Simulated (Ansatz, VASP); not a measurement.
## C in VASP and in Ansatz

File INCAR:

```
SYSTEM = C
  PREC = Accurate
  ENCUT = 520
  EDIFF = 1E-6
  ISMEAR = 0
  SIGMA = 0.05
  LREAL = .False.
  LASPH = .True.
  NELM = 80
  ALGO = Normal
  ISIF = 2
  LWAVE = .False.
  LCHARG = .True.
  GGA = PE
  IVDW = 12
  LELF = .True.
  LVHAR = .True.
  NBANDS = 31
```

Contents of KPOINTS:

```
regular mesh
0
Gamma
  7 11 3
  0 0 0
```

Contents of POSCAR:

```
C
1.0
    0.0000000000      1.4231463890     -3.3609366400
   -2.4649618524      0.0000000000      0.0000000000
    0.4108269754     12.2250815633      1.9781396203
C
10
Direct
    0.1169984107      1.5180224129      0.7081344776
    0.7322609350      0.4090750746      0.0544504475
    0.8284453039      0.9363119092      0.2178714550
   -0.0753703271      0.4635487438      0.3812924625
    0.0208140418      0.9907855783      0.5447134701
    0.7639234340      0.9181617600      0.1089705600
   -0.1398921971      0.4453985946      0.2723915676
   -0.0437078281      0.9726354292      0.4358125751
    0.0524765408      0.4998722638      0.5992335826
    0.1486609097      1.0271090984      0.7626545901
```

Input for Ansatz:

```yaml
crystal:
  lattice:
    - [0.0, 1.423146389, -3.36093664]
    - [-2.4649618524, 0.0, 0.0]
    - [0.4108269754, 12.2250815633, 1.9781396203]
  atoms:
    - { symbol: C, position: [0.1169984107, 1.5180224129, 0.7081344776] }
    - { symbol: C, position: [0.732260935, 0.4090750746, 0.0544504475] }
    - { symbol: C, position: [0.8284453039, 0.9363119092, 0.217871455] }
    - { symbol: C, position: [-0.0753703271, 0.4635487438, 0.3812924625] }
    - { symbol: C, position: [0.0208140418, 0.9907855783, 0.5447134701] }
    - { symbol: C, position: [0.763923434, 0.91816176, 0.10897056] }
    - { symbol: C, position: [-0.1398921971, 0.4453985946, 0.2723915676] }
    - { symbol: C, position: [-0.0437078281, 0.9726354292, 0.4358125751] }
    - { symbol: C, position: [0.0524765408, 0.4998722638, 0.5992335826] }
    - { symbol: C, position: [0.1486609097, 1.0271090984, 0.7626545901] }
basis:
  ecutwfc: 520.0
kpoints:
  mp_grid: { grid: [7, 11, 3] }
hamiltonian:
  xc: pbe
  pseudopotentials: { kind: paw, azcp: { folder: soft_1 } }
  dispersion: d3bj
scf:
  occupations: { method: gaussian, width: 0.05 }
output:
  forces: true
  stress: true
  eigenvalues: true
```

Alike in both runs: task single point; functional PBE; dispersion D3(BJ); k mesh 7 × 11 × 3; occupations gaussian, width 0.05 eV; no spin polarisation.

|  | VASP | Ansatz |
| --- | --- | --- |
| version | VASP 6.6.1 | Ansatz 0.2.0 |
| potentials or method | VASP PAW PBE potentials, release 64 (C), cutoff 520 eV | scalar-relativistic, plane waves, PAW |
| valence electrons in the cell | 40 | 40 |

|  | VASP | Ansatz | Ansatz less VASP |
| --- | --- | --- | --- |
| gap on the k mesh at the Fermi level (eV) | 0.05 | 0.05 | 0.000 |
| least direct gap on the mesh (eV) | 0.10 | 0.10 | +0.005 |
| pressure (GPa) | -1.0 | -1.4 | -0.36 |
| traceless stress, the component that is largest in VASP (GPa) | -1.03 | -1.03 | +0.001 |
| rms of the force components (eV/Å) | 0.705 | 0.710 | +0.0054 |

Atom by atom the forces differ by 0.013 eV/Å (rms over components).
